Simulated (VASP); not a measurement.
Input of a VASP 6.6.1 run:

Contents of INCAR:

```
SYSTEM = EuBi
ALGO = Normal ; EDIFF = 1E-7
ENCUT = 520 ; GGA = PE
ISIF = 2 ; ISMEAR = 0
ISPIN = 2 ; LASPH = .TRUE.
LCHARG = .FALSE. ; LDAU = .TRUE.
LDAUJ = 0 0 ; LDAUL = 3 -1
LDAUPRINT = 1 ; LDAUTYPE = 2
LDAUU = 1 0 ; LMAXMIX = 6
LORBIT = 11 ; LREAL = .FALSE.
LWAVE = .FALSE. ; MAGMOM = 6 0
NBANDS = 27 ; NELM = 150
PREC = Accurate ; SIGMA = 0.05
```

File KPOINTS:

```
k-points
0
G
  8 8 8
  0 0 0
```

File POSCAR:

```
EuBi
1.0
    0.0000000000      3.7109348306      3.7109348306
    3.7109348306      0.0000000000      3.7109348306
    3.7109348306      3.7109348306      0.0000000000
Eu Bi
1 1
Direct
    0.0000000000      0.0000000000      0.0000000000
    0.2500000000      0.2500000000      0.2500000000
```

Potentials or basis: VASP PAW PBE potentials, release 64 (Eu, Bi_d).

Launch:

```bash
$ cat potpaw_PBE.64/Eu/POTCAR potpaw_PBE.64/Bi_d/POTCAR > POTCAR
$ mpirun -np 1 vasp_std > vasp.out
```

Estimate the band gap on the k mesh.

zero (filled and empty bands overlap).

Estimate the pressure.

0.2 GPa.

Estimate the site moments.

Eu +6.47; Bi -0.35 μB.

Eigenvalues of the final occupation matrices:
```tsv
site	spin	trace	eigenvalues
site 1 f	1	6.61	0.93 0.93 0.93 0.95 0.95 0.95 0.97
site 1 f	2	0.01	0.00 0.00 0.00 0.00 0.00 0.00 0.00
```

Caveat: spin-orbit coupling is left out, which moves the levels of the heavy elements. The state reached can hang on the start; a lower one may exist.
